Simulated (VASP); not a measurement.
# Cs (P3_121) in VASP: single point with PBEsol

Aim: the single point of Cs with PBEsol.

Everything below comes from runs of VASP 6.6.1. Logs are shortened: lines on timing, memory, paths and dates and some standing lists are left out, and cuts for length are marked.

## (1) The cell of the first run

The structure is trigonal, space group P3_121 (No. 152). Conventional cell: a = 7.140 Å, b = 7.140 Å, c = 7.860 Å, α = 90.00°, β = 90.00°, γ = 120.00°.

## (2) Single point, PBEsol

File INCAR:

```
PREC = Accurate
ENCUT = 520
EDIFF = 1E-6
ISMEAR = 0
SIGMA = 0.1
LREAL = F
LASPH = T
NELM = 100
ALGO = Fast
ISIF = 2
LWAVE = F
LCHARG = T
GGA = PS
LELF = T
LVHAR = T
NBANDS = 20
```

File KPOINTS:

```
regular mesh
0
Gamma
  3 3 2
```

File POSCAR:

```
Cs
1.0
    7.1398940169      0.0000000001      0.0000000000
   -3.5699470085      6.1833295989      0.0000000000
    0.0000000000      0.0000000000      7.8595907683
Cs
3
Direct
    0.3354197359      0.0000000000      0.3333333333
    0.0000000000      0.3354197359      0.6666666667
    0.6645802641      0.6645802641      0.0000000000
```

Potentials or basis: VASP PAW PBE potentials, release 64 (Cs_sv).

The run is started by

```sh
> cat potpaw_PBE.64/Cs_sv/POTCAR > POTCAR
> mpirun -np 1 vasp_std > vasp.out
```

OUTCAR:

```text
PREC = Accurate
   ENCUT = 520
   EDIFF = 1E-6
   ISMEAR = 0
   LREAL = F
   LASPH = T
   NELM = 100
   ISIF = 2
   GGA = PS

 ion  position               nearest neighbor table
   1  0.335  0.000  0.333-
   2  0.000  0.335  0.667-
   3  0.665  0.665  0.000-

  LATTYP: Found a hexagonal cell.
 ALAT       =     7.1398940169
 C/A-ratio  =     1.1007993606

  Lattice vectors:

 A1 = (   7.1398940169,   0.0000000001,   0.0000000000)
 A2 = (  -3.5699470085,   6.1833295989,   0.0000000000)
 A3 = (   0.0000000000,   0.0000000000,   7.8595907683)

Analysis of symmetry for initial positions (statically):
=====================================================================
 Subroutine PRICEL returns:
 Original cell was already a primitive cell.

 Routine SETGRP: Setting up the symmetry group for a
 hexagonal supercell.

 Subroutine GETGRP returns: Found  6 space group operations
 (whereof  2 operations were pure point group operations)
 out of a pool of 24 trial point group operations.

The static configuration has the point symmetry C_2 .
 The point group associated with its full space group is D_3 .

Analysis of symmetry for dynamics (positions and initial velocities):
=====================================================================
 Subroutine PRICEL returns:
 Original cell was already a primitive cell.

 Routine SETGRP: Setting up the symmetry group for a
 hexagonal supercell.

 Subroutine GETGRP returns: Found  6 space group operations
 (whereof  2 operations were pure point group operations)
 out of a pool of 24 trial point group operations.

The dynamic configuration has the point symmetry C_2 .
 The point group associated with its full space group is D_3 .

 Subroutine INISYM returns: Found  6 space group operations
 (whereof  2 operations are pure point group operations),
 and found     1 'primitive' translations

----------------------------------------------------------------------------------------

                                     Primitive cell

  volume of cell :     346.9877

  direct lattice vectors                    reciprocal lattice vectors
     7.139894017  0.000000000  0.000000000     0.140058101  0.080862583  0.000000000
    -3.569947008  6.183329599  0.000000000    -0.000000000  0.161725165  0.000000000
     0.000000000  0.000000000  7.859590768     0.000000000  0.000000000  0.127233088

  length of vectors
     7.139894017  7.139894017  7.859590768     0.161725165  0.161725165  0.127233088

  position of ions in fractional coordinates (direct lattice)
     0.335419736  0.000000000  0.333333333
     0.000000000  0.335419736  0.666666667
     0.664580264  0.664580264  0.000000000

  ion indices of the primitive-cell ions
   primitive index   ion index
                 1           1
                 2           2
                 3           3

----------------------------------------------------------------------------------------

 KPOINTS: regular mesh

Automatic generation of k-mesh.
 Grid dimensions read from file:
 generate k-points for:    3    3    2

 Generating k-lattice:

  Cartesian coordinates                     Fractional coordinates (reciprocal lattice)
     0.046686034  0.026954194  0.000000000     0.333333333  0.000000000  0.000000000
    -0.000000000  0.053908388  0.000000000     0.000000000  0.333333333  0.000000000
     0.000000000  0.000000000  0.063616544     0.000000000  0.000000000  0.500000000

  Length of vectors
     0.053908388  0.053908388  0.063616544

  Shift w.r.t. Gamma in fractional coordinates (k-lattice)
     0.000000000  0.000000000  0.000000000

 Subroutine IBZKPT returns following result:
 ===========================================

 Found      6 irreducible k-points:

 Following reciprocal coordinates:
            Coordinates               Weight
  0.000000  0.000000  0.000000      1.000000
  0.333333  0.000000  0.000000      6.000000
  0.333333  0.333333  0.000000      2.000000
  0.000000  0.000000  0.500000      1.000000
  0.333333  0.000000  0.500000      6.000000
  0.333333  0.333333  0.500000      2.000000
   k-points           NKPTS =      6   k-points in BZ     NKDIM =      6   number of bands    NBANDS=     20
   number of dos      NEDOS =    301   number of ions     NIONS =      3
   total plane-waves  NPLWV = 174960
   dimension x,y,z NGX =    54 NGY =   54 NGZ =   60
   dimension x,y,z NGXF=   108 NGYF=  108 NGZF=  120
   ions per type =               3
   NGX,Y,Z   is equivalent  to a cutoff of  12.57, 12.57, 12.69 a.u.
   NGXF,Y,Z  is equivalent  to a cutoff of  25.15, 25.15, 25.38 a.u.
 SYSTEM =  unknown system
   PREC   = accura    normal or accurate (medium, high low for compatibility)
   ISTART =      0    job   : 0-new  1-cont  2-samecut
   ICHARG =      2    charge: 1-file 2-atom 10-const
   ISPIN  =      1    spin polarized calculation?
   LNONCOLLINEAR =      F non collinear calculations
   LSORBIT =      F    spin-orbit coupling
   LASPH  =      T    aspherical Exc in radial PAW
   ENCUT  =  520.0 eV  38.22 Ry    6.18 a.u.  13.28 13.28 14.61*2*pi/ulx,y,z
   NELM   =    100;   NELMIN=  2; NELMDL= -5     # of ELM steps
   EDIFF  = 0.1E-05   stopping-criterion for ELM
   LREAL  =      F    real-space projection
   EDIFFG = 0.1E-04   stopping-criterion for IOM
   NSW    =      0    number of steps for IOM
   IBRION =     -1    ionic relax: 0-MD 1-quasi-New 2-CG
   NFREE  =      0    steps in history (QN), initial steepest desc. (CG)
   ISIF   =      2    stress and relaxation
   ISYM   =      2    0-nonsym 1-usesym 2-fastsym
   POTIM  = 0.5000    time-step for ionic-motion
   TEBEG  =    0.0;   TEEND  =   0.0 temperature during run
   PSTRESS=    0.0 pullay stress
   NELECT =      27.0000    total number of electrons
   NUPDOWN=      -1.0000    fix difference up-down
   EMIN   =  10.00;   EMAX   =-10.00  energy-range for DOS
   EFERMI =   0.00;   METHOD = LEGACY
   ISMEAR =     0;   SIGMA  =   0.10  broadening in eV -4-tet -1-fermi 0-gaus
   EFERMI_NEDOS =   21; number of points for ismear=-14 and -15
   IALGO  =     68    algorithm
   IMIX   =      4    mixing-type and parameters
     AMIX     =   0.40;   BMIX     =  1.00
     AMIX_MAG =   1.60;   BMIX_MAG =  1.00
  volume/ion in A,a.u.               =     115.66       780.53
  Fermi-wavevector in a.u.,A,eV,Ry     =   0.698916  1.320759  6.646214  0.488483
  Thomas-Fermi vector in A             =   1.782651
   LORBIT       =      0    0 simple, 1 ext, 2 COOP (PROOUT), +10 PAW based schemes
   GGA     = PS    functional components
   LHFCALC =     F    Hartree Fock is set to
   AEXX    =    0.0000 exact exchange contribution
   IVDW    =     0    specifies the selected vdW correction
   LEPSILON=     F    determine dielectric tensor
   LRPA    =     F    only Hartree local field effects (RPA)
 non-spin polarized calculation
 RMM-DIIS sequential band-by-band and
 Gauss-broadening in eV      SIGMA  =   0.10
  energy-cutoff  :      520.00
  volume of cell :      346.99
 maximum number of plane-waves:      9363
 NGX is ok and might be reduce to    54
   NGX = 27   NGY = 27   NGZ = 29

 number of electron      26.9999998 magnetization

 Free energy of the ion-electron system (eV)
  ---------------------------------------------------
  ext. energy  EPLUGINS =         0.00000000
  ---------------------------------------------------
  free energy    TOTEN  =        -2.61691030 eV

  energy without entropy =       -2.61632780  energy(sigma->0) =       -2.61661905

 E-fermi :   0.4138     XC(G=0):  -5.4557

 val. band max:        0.2129193834   @ k =   0.3333   0.3333   0.0000
 cond. band min:       0.6183257023   @ k =   0.3333   0.0000   0.0000
 fundamental gap:      0.4054063189
 Fermi energy:         0.4137711443

 k-point     1 :       0.0000    0.0000    0.0000
  band No.  band energies     occupation
      1     -23.6220      2.00000
      2     -23.6015      2.00000
      3     -23.6015      2.00000
      4     -10.4450      2.00000
      5     -10.4418      2.00000
      6     -10.4418      2.00000
      7     -10.4380      2.00000
      8     -10.4233      2.00000
      9     -10.4233      2.00000
     10     -10.3188      2.00000
     11     -10.3103      2.00000
     12     -10.3103      2.00000
     13      -1.2950      2.00000
     14       0.9917      0.00000
     15       0.9917      0.00000
     16       1.7369      0.00000
     17       1.7512      0.00000
     18       1.7942      0.00000
     19       1.7960      0.00000
     20       1.7990      0.00000

 k-point     2 :       0.3333    0.0000    0.0000
  band No.  band energies     occupation
      1     -23.6161      2.00000
      2     -23.6056      2.00000
      3     -23.6032      2.00000
      4     -10.4985      2.00000
      5     -10.4935      2.00000
      6     -10.4742      2.00000
      7     -10.3952      2.00000
      8     -10.3718      2.00000
      9     -10.3716      2.00000
     10     -10.3310      2.00000
     11     -10.3254      2.00000
     12     -10.3030      2.00000
     13      -0.7157      2.00000
     14       0.6183      0.00382
     15       0.7499      0.00000
     16       1.4293      0.00000
     17       1.6425      0.00000
     18       1.9538      0.00000
     19       1.9805      0.00000
     20       2.1385      0.00000

 k-point     3 :       0.3333    0.3333    0.0000
  band No.  band energies     occupation
      1     -23.6085      2.00000
      2     -23.6085      2.00000
      3     -23.6079      2.00000
      4     -10.4633      2.00000
      5     -10.4633      2.00000
      6     -10.4601      2.00000
      7     -10.4430      2.00000
      8     -10.4391      2.00000
      9     -10.4391      2.00000
     10     -10.2874      2.00000
     11     -10.2874      2.00000
     12     -10.2870      2.00000
     13       0.2077      1.99644
     14       0.2077      1.99644
     15       0.2129      1.99550
     16       1.4583      0.00000
     17       1.4644      0.00000
     18       1.4644      0.00000
     19       2.5292      0.00000
     20       2.5419      0.00000

 k-point     4 :       0.0000    0.0000    0.5000
  band No.  band energies     occupation
      1     -23.6151      2.00000
      2     -23.6151      2.00000
      3     -23.5949      2.00000
      4     -10.4802      2.00000
      5     -10.4802      2.00000
      6     -10.4441      2.00000
      7     -10.3632      2.00000
      8     -10.3632      2.00000
      9     -10.3590      2.00000
     10     -10.3562      2.00000
     11     -10.3562      2.00000
     12     -10.3541      2.00000
     13      -0.5044      2.00000
     14      -0.5044      2.00000
     15       1.3070      0.00000
     16       1.3071      0.00000
     17       1.7454      0.00000
     18       1.9090      0.00000
     19       1.9149      0.00000
     20       1.9165      0.00000

 k-point     5 :       0.3333    0.0000    0.5000
  band No.  band energies     occupation
      1     -23.6133      2.00000
      2     -23.6110      2.00000
      3     -23.6007      2.00000
      4     -10.4975      2.00000
      5     -10.4689      2.00000
      6     -10.4542      2.00000
      7     -10.4259      2.00000
      8     -10.4219      2.00000
      9     -10.3926      2.00000
     10     -10.3065      2.00000
     11     -10.3009      2.00000
     12     -10.2980      2.00000
     13      -0.0911      2.00000
     14      -0.0298      2.00000
     15       0.8942      0.00000
     16       1.2038      0.00000
     17       1.6869      0.00000
     18       1.7062      0.00000
     19       1.9587      0.00000
     20       2.0523      0.00000

 k-point     6 :       0.3333    0.3333    0.5000
  band No.  band energies     occupation
      1     -23.6087      2.00000
      2     -23.6081      2.00000
      3     -23.6081      2.00000
      4     -10.5092      2.00000
      5     -10.5085      2.00000
      6     -10.5085      2.00000
      7     -10.3444      2.00000
      8     -10.3435      2.00000
      9     -10.3435      2.00000
     10     -10.3387      2.00000
     11     -10.3387      2.00000
     12     -10.3369      2.00000
     13       0.6980      0.00006
     14       0.6992      0.00005
     15       0.6992      0.00005
     16       0.8399      0.00000
     17       0.8399      0.00000
     18       0.8403      0.00000
     19       2.5093      0.00000
     20       2.5696      0.00000

------------------------ aborting loop because EDIFF is reached ----------------------------------------

  FORCE on cell =-STRESS in cart. coord.  units (eV):
  Direction    XX          YY          ZZ          XY          YZ          ZX
  --------------------------------------------------------------------------------------
  -------------------------------------------------------------------------------------
  Total        0.0664816      0.0664816     -0.1835936      0.0000000     -0.0000000     -0.0000000
  in kB        0.3069714      0.3069714     -0.8477229      0.0000000     -0.0000000     -0.0000000
  external PRESSURE =      -0.0779267 kB  Pullay stress =       0.0000000 kB

 VOLUME and BASIS-vectors are now :
 -----------------------------------------------------------------------------
  energy-cutoff  :      520.00
  volume of cell :      346.99
      direct lattice vectors                 reciprocal lattice vectors
     7.139894017  0.000000000  0.000000000     0.140058101  0.080862583  0.000000000
    -3.569947008  6.183329599  0.000000000    -0.000000000  0.161725165  0.000000000
     0.000000000  0.000000000  7.859590768     0.000000000  0.000000000  0.127233088

 POSITION                                       TOTAL-FORCE (eV/Angst)
 -----------------------------------------------------------------------------------
      2.39486      0.00000      2.61986        -0.007808     -0.000000      0.000000
     -1.19743      2.07401      5.23973         0.003904     -0.006762     -0.000000
      2.37252      4.10932      0.00000         0.003904      0.006762     -0.000000
 -----------------------------------------------------------------------------------
    total drift:                                0.000000     -0.000000     -0.000000

  FREE ENERGIE OF THE ION-ELECTRON SYSTEM (eV)
  ---------------------------------------------------
  free  energy   TOTEN  =        -2.6169102972 eV

  energy  without entropy=       -2.6163277950  energy(sigma->0) =       -2.61661905
```

It took 49 s on 1 thread of Intel Xeon Platinum 8259CL at 2.50GHz (Skylake/Cascade Lake), shared host; peak memory 0.41 GiB.

What came out:

* Free energy: -2.6169 eV
* Pressure: 0.0 GPa
* Largest force: 0.008 eV/Å

Forces on the atoms (eV/Å):
```
Cs  -0.008  0.000  0.000
Cs   0.004 -0.007  0.000
Cs   0.004  0.007  0.000
```

Levels at points of the mesh, in eV from the Fermi level:
```csv
k point,band 10,band 11,band 12,band 13,band 14,band 15,band 16,band 17
"(0.00, 0.00, 0.00)",-10.73,-10.72,-10.72,-1.71,0.58,0.58,1.32,1.34
"(0.00, 0.00, 0.50)",-10.77,-10.77,-10.77,-0.92,-0.92,0.89,0.89,1.33
```

Caveat: the k points lie up to 0.40 Å⁻¹ apart; the PAW data sets were made with another functional, which shifts forces and pressure a little; spin-orbit coupling is left out, which moves the levels of the heavy elements.
